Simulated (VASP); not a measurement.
# Bi in VASP: a series of runs

The runs below take Bi through single point, with PBE+D3(BJ).

Program: VASP 6.6.1. These are calculated values, not measurements. Logs are shortened: lines on timing, memory, paths and dates and some standing lists are left out, and cuts for length are marked.

**1. The cell of the first run**

The cell holds a slab with vacuum, 16 atoms: a = 9.065 Å, b = 9.371 Å, c = 25.354 Å, α = 90.00°, β = 90.00°, γ = 118.92°.

**2. Single point, PBE+D3(BJ)**

Input file INCAR:

```
ALGO = Normal ; DIPOL = 0.5 0.5 0.428
EDIFF = 1E-6 ; ENCUT = 400
GGA = PE ; GGA_COMPAT = False
IDIPOL = 3 ; ISIF = 2
ISMEAR = 0 ; IVDW = 12
LASPH = True ; LCHARG = False
LDIPOL = True ; LREAL = False
LWAVE = False ; NBANDS = 134
NELM = 120 ; NELMDL = -8
PREC = Accurate ; SIGMA = 0.1
```

Input file KPOINTS:

```
k-points
0
Gamma
  3 3 1
```

Input file POSCAR:

```
Bi
1.0
    9.0651812595      0.0000000000      0.0000000000
   -4.5325906298      8.2023281676      0.0000000000
    0.0000000000      0.0000000000     25.3542415530
Bi
16
Direct
    0.4860765290      0.4721530580      0.3155290598
    0.4860765290      0.9721530580      0.3155290598
    0.9860765290      0.4721530580      0.3155290598
    0.9860765290      0.9721530580      0.3155290598
    0.6666057787      0.3332115575      0.3851126714
    0.6666057787      0.8332115575      0.3851126714
    0.1666057788      0.3332115575      0.3851126714
    0.1666057788      0.8332115575      0.3851126714
    0.8208018844      0.6418556282      0.4731194133
    0.8205654425      0.1432030326      0.4760304294
    0.3211310290      0.6423493375      0.4766097301
    0.3227126627      0.1433452443      0.4760277340
    0.9844122318      0.4772089673      0.5373237511
    0.9865111574      0.9728898572      0.5368328023
    0.4925809998      0.4771505476      0.5373802160
    0.4874308217      0.9749639319      0.5387463068
```

Potentials or basis: VASP PAW PBE potentials, release 64 (Bi_d).

Started as:

```
> cat potpaw_PBE.64/Bi_d/POTCAR > POTCAR
> mpirun -np 1 vasp_std > vasp.out
```

OUTCAR:

```text
EDIFF = 1E-6
   ENCUT = 400
   GGA = PE
   ISIF = 2
   ISMEAR = 0
   IVDW = 12
   LASPH = True
   LREAL = False
   NELM = 120
   NELMDL = -8
   PREC = Accurate
 IVDW          = 12

 ion  position               nearest neighbor table
   1  0.486  0.472  0.316-   7 3.09   5 3.09   6 3.45
   2  0.486  0.972  0.316-   8 3.09   6 3.09   5 3.45
   3  0.986  0.472  0.316-   5 3.09   7 3.09   8 3.45
   4  0.986  0.972  0.316-   6 3.09   8 3.09   7 3.45
   5  0.667  0.333  0.385-   1 3.09   3 3.09   9 3.37   2 3.45  12 3.58  10 3.58
   6  0.667  0.833  0.385-   2 3.09   4 3.09  10 3.43   1 3.45   9 3.55  11 3.60
   7  0.167  0.333  0.385-   1 3.09   3 3.09  11 3.44   4 3.45  12 3.59  10 3.59
   8  0.167  0.833  0.385-   2 3.09   4 3.09  12 3.43   3 3.45   9 3.55  11 3.60
   9  0.821  0.642  0.473-  13 3.07  15 3.07  14 3.16   5 3.37   6 3.55   8 3.55
  10  0.821  0.143  0.476-  14 3.08  16 3.09  13 3.15   6 3.43   5 3.58   7 3.59
  11  0.321  0.642  0.477-  13 3.08  15 3.08  16 3.15   7 3.44   8 3.60   6 3.60
  12  0.323  0.143  0.476-  14 3.08  16 3.09  15 3.15   8 3.43   5 3.58   7 3.59
  13  0.984  0.477  0.537-   9 3.07  11 3.08  10 3.15
  14  0.987  0.973  0.537-  12 3.08  10 3.08   9 3.16
  15  0.493  0.477  0.537-   9 3.07  11 3.08  12 3.15
  16  0.487  0.975  0.539-  12 3.09  10 3.09  11 3.15

  LATTYP: Found a base centered orthorhombic cell.
 ALAT       =     9.0651812595
 B/A-ratio  =     1.8096335711
 C/A-ratio  =     2.7968819185

  Lattice vectors:

 A1 = (   4.5325906298,  -8.2023281676,   0.0000000000)
 A2 = (   4.5325906297,   8.2023281676,   0.0000000000)
 A3 = (   0.0000000000,   0.0000000000,  25.3542415530)

Analysis of symmetry for initial positions (statically):
=====================================================================
 Subroutine PRICEL returns:
 Original cell was already a primitive cell.

 Routine SETGRP: Setting up the symmetry group for a
 base centered orthorhombic supercell.

 Subroutine GETGRP returns: Found  1 space group operations
 (whereof  1 operations were pure point group operations)
 out of a pool of  8 trial point group operations.

The static configuration has the point symmetry C_1 .

Analysis of symmetry for dynamics (positions and initial velocities):
=====================================================================
 Subroutine PRICEL returns:
 Original cell was already a primitive cell.

 Routine SETGRP: Setting up the symmetry group for a
 base centered orthorhombic supercell.

 Subroutine GETGRP returns: Found  1 space group operations
 (whereof  1 operations were pure point group operations)
 out of a pool of  8 trial point group operations.

The dynamic configuration has the point symmetry C_1 .

 Subroutine INISYM returns: Found  1 space group operations
 (whereof  1 operations are pure point group operations),
 and found     1 'primitive' translations

----------------------------------------------------------------------------------------

                                     Primitive cell

  volume of cell :    1885.2296

  direct lattice vectors                    reciprocal lattice vectors
     9.065181259  0.000000000  0.000000000     0.110312190  0.060958302  0.000000000
    -4.532590630  8.202328168  0.000000000     0.000000000  0.121916605  0.000000000
     0.000000000  0.000000000 25.354241553     0.000000000  0.000000000  0.039441132

  length of vectors
     9.065181259  9.371369440 25.354241553     0.126034495  0.121916605  0.039441132

  position of ions in fractional coordinates (direct lattice)
     0.486076529  0.472153058  0.315529060
     0.486076529  0.972153058  0.315529060
     0.986076529  0.472153058  0.315529060
     0.986076529  0.972153058  0.315529060
     0.666605779  0.333211558  0.385112671
     0.666605779  0.833211558  0.385112671
[... 8 lines left out ...]
     0.492581000  0.477150548  0.537380216
     0.487430822  0.974963932  0.538746307

  ion indices of the primitive-cell ions
   primitive index   ion index
                 1           1
                 2           2
                 3           3
                 4           4
                 5           5
                 6           6
[... 8 lines left out ...]
                15          15
                16          16

----------------------------------------------------------------------------------------

 KPOINTS: k-points

Automatic generation of k-mesh.
 Grid dimensions read from file:
 generate k-points for:    3    3    1

 Generating k-lattice:

  Cartesian coordinates                     Fractional coordinates (reciprocal lattice)
     0.036770730  0.020319434  0.000000000     0.333333333 -0.000000000  0.000000000
     0.000000000  0.040638868  0.000000000     0.000000000  0.333333333  0.000000000
     0.000000000  0.000000000  0.039441132     0.000000000  0.000000000  1.000000000

  Length of vectors
     0.042011498  0.040638868  0.039441132

  Shift w.r.t. Gamma in fractional coordinates (k-lattice)
     0.000000000  0.000000000  0.000000000

 Subroutine IBZKPT returns following result:
 ===========================================

 Found      5 irreducible k-points:

 Following reciprocal coordinates:
            Coordinates               Weight
  0.000000  0.000000  0.000000      1.000000
  0.333333 -0.000000  0.000000      2.000000
  0.333333 -0.333333  0.000000      2.000000
  0.000000  0.333333  0.000000      2.000000
  0.333333  0.333333  0.000000      2.000000
   k-points           NKPTS =      5   k-points in BZ     NKDIM =      5   number of bands    NBANDS=    134
   number of dos      NEDOS =    301   number of ions     NIONS =     16
   total plane-waves  NPLWV = 645120
   dimension x,y,z NGX =    60 NGY =   64 NGZ =  168
   dimension x,y,z NGXF=   120 NGYF=  128 NGZF=  336
   ions per type =              16
   NGX,Y,Z   is equivalent  to a cutoff of  11.00, 11.35, 11.02 a.u.
   NGXF,Y,Z  is equivalent  to a cutoff of  22.01, 22.71, 22.03 a.u.
 SYSTEM =  unknown system
   PREC   = accura    normal or accurate (medium, high low for compatibility)
   ISTART =      0    job   : 0-new  1-cont  2-samecut
   ICHARG =      2    charge: 1-file 2-atom 10-const
   ISPIN  =      1    spin polarized calculation?
   LNONCOLLINEAR =      F non collinear calculations
   LSORBIT =      F    spin-orbit coupling
   LASPH  =      T    aspherical Exc in radial PAW
   ENCUT  =  400.0 eV  29.40 Ry    5.42 a.u.  14.78 15.28 41.35*2*pi/ulx,y,z
   NELM   =    120;   NELMIN=  2; NELMDL= -8     # of ELM steps
   EDIFF  = 0.1E-05   stopping-criterion for ELM
   LREAL  =      F    real-space projection
   EDIFFG = 0.1E-04   stopping-criterion for IOM
   NSW    =      0    number of steps for IOM
[... 5 lines left out ...]
   TEBEG  =    0.0;   TEEND  =   0.0 temperature during run
   PSTRESS=    0.0 pullay stress
   NELECT =     240.0000    total number of electrons
   NUPDOWN=      -1.0000    fix difference up-down
   EMIN   =  10.00;   EMAX   =-10.00  energy-range for DOS
   EFERMI =   0.00;   METHOD = LEGACY
   ISMEAR =     0;   SIGMA  =   0.10  broadening in eV -4-tet -1-fermi 0-gaus
   EFERMI_NEDOS =   21; number of points for ismear=-14 and -15
   IALGO  =     38    algorithm
   IMIX   =      4    mixing-type and parameters
     AMIX     =   0.40;   BMIX     =  1.00
     AMIX_MAG =   1.60;   BMIX_MAG =  1.00
  volume/ion in A,a.u.               =     117.83       795.13
  Fermi-wavevector in a.u.,A,eV,Ry     =   0.823551  1.556286  9.227964  0.678236
  Thomas-Fermi vector in A             =   1.935081
   LORBIT       =      0    0 simple, 1 ext, 2 COOP (PROOUT), +10 PAW based schemes
   GGA     = PE    functional components
   LHFCALC =     F    Hartree Fock is set to
   AEXX    =    0.0000 exact exchange contribution
   IVDW    =    12    specifies the selected vdW correction
   LEPSILON=     F    determine dielectric tensor
   LRPA    =     F    only Hartree local field effects (RPA)
 non-spin polarized calculation
 Gauss-broadening in eV      SIGMA  =   0.10
  energy-cutoff  :      400.00
  volume of cell :     1885.23
 maximum number of plane-waves:     34267
 NGX is ok and might be reduce to    60
   NGX = 29   NGY = 31   NGZ = 83

 dipolmoment           0.000000      0.000000     -0.070164 electrons x Angstroem

 number of electron     240.0000031 magnetization

 dipolmoment           0.000000      0.000000      0.017549 electrons x Angstroem

 Free energy of the ion-electron system (eV)
  ---------------------------------------------------
  ext. energy  EPLUGINS =         0.00000000
  ---------------------------------------------------
  free energy    TOTEN  =       -59.91291287 eV

  energy without entropy =      -59.90587321  energy(sigma->0) =      -59.90939304

 E-fermi :  -1.1722     XC(G=0):  -3.4936

 val. band max:       -1.3165667974   @ k =   0.3333   0.3333   0.0000
 cond. band min:      -1.0836203165   @ k =   0.0000   0.0000   0.0000
 fundamental gap:      0.2329464809
 Fermi energy:        -1.1721796916

 k-point     1 :       0.0000    0.0000    0.0000
  band No.  band energies     occupation
      1     -23.7902      2.00000
      2     -23.7795      2.00000
      3     -23.7790      2.00000
      4     -23.7697      2.00000
      5     -23.7676      2.00000
      6     -23.7255      2.00000
[... 124 lines left out ...]
    131       0.6941      0.00000
    132       0.7024      0.00000

 k-point     2 :       0.3333   -0.0000    0.0000
  band No.  band energies     occupation
      1     -23.7819      2.00000
      2     -23.7756      2.00000
      3     -23.7718      2.00000
      4     -23.7665      2.00000
      5     -23.7637      2.00000
      6     -23.7254      2.00000
[... 124 lines left out ...]
    131       0.8073      0.00000
    132       0.8221      0.00000

 k-point     3 :       0.3333   -0.3333    0.0000
  band No.  band energies     occupation
      1     -23.7819      2.00000
      2     -23.7756      2.00000
      3     -23.7717      2.00000
      4     -23.7664      2.00000
      5     -23.7639      2.00000
      6     -23.7254      2.00000
[... 124 lines left out ...]
    131       0.8075      0.00000
    132       0.8220      0.00000

 k-point     4 :       0.0000    0.3333    0.0000
  band No.  band energies     occupation
      1     -23.7893      2.00000
      2     -23.7799      2.00000
      3     -23.7694      2.00000
      4     -23.7629      2.00000
      5     -23.7584      2.00000
      6     -23.7249      2.00000
[... 124 lines left out ...]
    131       0.8325      0.00000
    132       0.9159      0.00000

 k-point     5 :       0.3333    0.3333    0.0000
  band No.  band energies     occupation
      1     -23.7810      2.00000
      2     -23.7749      2.00000
      3     -23.7707      2.00000
      4     -23.7618      2.00000
      5     -23.7451      2.00000
      6     -23.7419      2.00000
[... 124 lines left out ...]
    131       0.8383      0.00000
    132       0.9678      0.00000
 [bands above 132 left out]

------------------------ aborting loop because EDIFF is reached ----------------------------------------

 vacuum level on the upper side and lower side of the slab       (xc-potential included)        -0.099        -0.141

 Edisp (eV)   -4.75982

 E8    (eV) :    -2.4629

  FORCE on cell =-STRESS in cart. coord.  units (eV):
  Direction    XX          YY          ZZ          XY          YZ          ZX
  --------------------------------------------------------------------------------------
  -------------------------------------------------------------------------------------
  Total     -10.05792   -17.43133    -5.05667    -0.00105    -3.41301     0.00479
  in kB      -8.54780   -14.81415    -4.29745    -0.00089    -2.90057     0.00407
  external pressure =       -9.22 kB  Pullay stress =        0.00 kB

 VOLUME and BASIS-vectors are now :
 -----------------------------------------------------------------------------
  energy-cutoff  :      400.00
  volume of cell :     1885.23
      direct lattice vectors                 reciprocal lattice vectors
     9.065181259  0.000000000  0.000000000     0.110312190  0.060958302  0.000000000
    -4.532590630  8.202328168  0.000000000     0.000000000  0.121916605  0.000000000
     0.000000000  0.000000000 25.354241553     0.000000000  0.000000000  0.039441132

 POSITION                                       TOTAL-FORCE (eV/Angst)
 -----------------------------------------------------------------------------------
      2.26630      3.87275      8.00000        -0.007273      0.442487      0.694871
     -0.00000      7.97392      8.00000        -0.000649      0.432948      0.685016
      6.79889      3.87275      8.00000         0.006608      0.442870      0.695165
      4.53259      7.97392      8.00000        -0.000339      0.443651      0.702847
      4.53259      2.73311      9.76424         0.000772     -0.470778     -0.729489
      2.26630      6.83427      9.76424        -0.031594     -0.411914     -0.701171
[... 8 lines left out ...]
      2.30261      3.91375     13.62487        -0.048642     -0.046396      0.058413
     -0.00046      7.99697     13.65950         0.000966     -0.007613     -0.005206
 -----------------------------------------------------------------------------------
    total drift:                                0.000438     -0.004482     -0.003093

  FREE ENERGIE OF THE ION-ELECTRON SYSTEM (eV)
  ---------------------------------------------------
  free  energy   TOTEN  =       -64.6727376116 eV

  energy  without entropy=      -64.6656979521  energy(sigma->0) =      -64.66921778

 vacuum level on the upper side and lower side of the slab         3.015         2.973
```

Run time: 26 min. Hardware: 1 thread of AMD EPYC 9R45 (Zen 5), shared host; peak memory 1.3 GiB.

Results:

```
Free energy                : -64.6727 eV
Largest force              : 0.868 eV/Å
Dispersion energy per atom : -0.297 eV
```

Forces on the atoms (eV/Å):
```
Bi  -0.007  0.442  0.695
Bi  -0.001  0.433  0.685
Bi   0.007  0.443  0.695
Bi   0.000  0.444  0.703
Bi   0.001 -0.471 -0.729
Bi  -0.032 -0.412 -0.701
Bi   0.000 -0.425 -0.679
Bi   0.032 -0.412 -0.701
Bi   0.000  0.080  0.037
Bi   0.001 -0.009 -0.038
Bi   0.000  0.024 -0.069
Bi  -0.001 -0.011 -0.040
Bi   0.050 -0.049  0.060
Bi  -0.002 -0.022  0.029
Bi  -0.049 -0.046  0.058
Bi   0.001 -0.008 -0.005
```

Caveat: spin-orbit coupling is left out, which moves the levels of the heavy elements.

[end of part 1 of 2]
